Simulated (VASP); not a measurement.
Wanted: the native input for a VASP 6.6.1 run.

- Task: single point
- Functional: PBE
- Potentials or basis: VASP PAW PBE potentials, release 64 (Hf_pv, Si, F)
- Cutoff: 520 eV
- k mesh: 6 × 6 × 4
- Occupations: gaussian, width 0.1 eV
- Spin: no spin polarisation
- Dipole correction: no
- Further INCAR settings: ALGO = Normal; EDIFF = 1e-06; NBANDS = 32

The structure of Hf3Si2F lies in POSCAR:

```
Hf3Si2F
1.0
    4.4704356400      0.0000000000      0.0000000000
   -2.2352178200      3.8715108300      0.0000000000
    0.0000000000      0.0000000000      6.0009270100
Hf Si F
3 2 1
Direct
    0.5000000000      0.0000000000      0.5000000000
    0.0000000000      0.5000000000      0.5000000000
    0.5000000000      0.5000000000      0.5000000000
    0.0000000000      0.0000000000      0.3311834300
    0.0000000000      0.0000000000      0.6688165700
    0.0000000000      0.0000000000      0.0000000000
```

These files were run (other wordings do the same):

INCAR

```
  ALGO = Normal
  EDIFF = 1E-6
  ENCUT = 520
  GGA = PE
  ISIF = 2
  ISMEAR = 0
  LASPH = True
  LCHARG = False
  LREAL = False
  LWAVE = False
  NBANDS = 32
  NELM = 100
  PREC = Accurate
  SIGMA = 0.1
```

KPOINTS

```
k-points
0
Gamma
  6 6 4
```

Potentials or basis: VASP PAW PBE potentials, release 64 (Hf_pv, Si, F).

Run with:

```console
$ cat potpaw_PBE.64/Hf_pv/POTCAR potpaw_PBE.64/Si/POTCAR potpaw_PBE.64/F/POTCAR > POTCAR
$ mpirun -np 1 vasp_std > vasp.out
```

Results of the run:

* Pressure: 85.9 GPa
* Largest force: 12.228 eV/Å

Caveat: an odd number of electrons without spin polarisation forces a metal; a magnetic or distorted state may lie lower.

Wall time 70 s on 1 thread of Intel(R) Xeon(R) Platinum 8259CL CPU @ 2.50GHz (Skylake/Cascade Lake), on a shared host, peak memory 0.27 GiB.
